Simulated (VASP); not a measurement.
Here is a VASP 6.6.1 calculation.

File INCAR:

```
ALGO = Normal
EDIFF = 1E-6
ENCUT = 520
ISIF = 2
ISMEAR = -1
LASPH = True
LCHARG = False
LREAL = False
LWAVE = False
NBANDS = 16
NELM = 100
PREC = Accurate
SIGMA = 0.1
```

Contents of KPOINTS:

```
k-points
0
Gamma
  13 13 13
```

File POSCAR:

```
VSi
1.0
    0.0000000000      2.4660457498      2.4660457498
    2.4660457498      0.0000000000      2.4660457498
    2.4660457498      2.4660457498      0.0000000000
V Si
1 1
Direct
    0.0000000000      0.0000000000      0.0000000000
    0.2500000000      0.2500000000      0.2500000000
```

Potentials or basis: VASP PAW LDA potentials, release 64 (V_sv, Si).

Run with:

```bash
$ cat potpaw_LDA.64/V_sv/POTCAR potpaw_LDA.64/Si/POTCAR > POTCAR
$ mpirun -np 1 vasp_std > vasp.out
```

Q: Estimate the pressure.

A: 39.5 GPa.
